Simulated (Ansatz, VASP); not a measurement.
**Rh in VASP and in Ansatz**

```
Rh
1.0
     0.00000    1.95911    1.95911
     1.95911    0.00000    1.95911
     1.95911    1.95911    0.00000
Rh
1
Direct
  0.00000 0.00000 0.00000
```

Alike in both runs: task single point; functional PBE; k mesh 13 × 13 × 13; no spin polarisation.

|  | VASP | Ansatz |
| --- | --- | --- |
| version | VASP 6.6.1 | Ansatz 0.2.0 |
| potentials or method | VASP PAW PBE potentials, release 64 (Rh_pv), cutoff 500 eV | plane waves, PAW |
| occupations | methfessel-paxton of order 1, width 0.05 eV | cold, width 0.05 eV |
| valence electrons in the cell | 15 | 17 |

|  | VASP | Ansatz | Ansatz less VASP |
| --- | --- | --- | --- |
| pressure (GPa) | -14.7 | -14.8 | -0.11 |

VASP's potentials hold 15 valence electrons a cell and Ansatz's 17, so a difference there can come from the potentials and not from the codes.
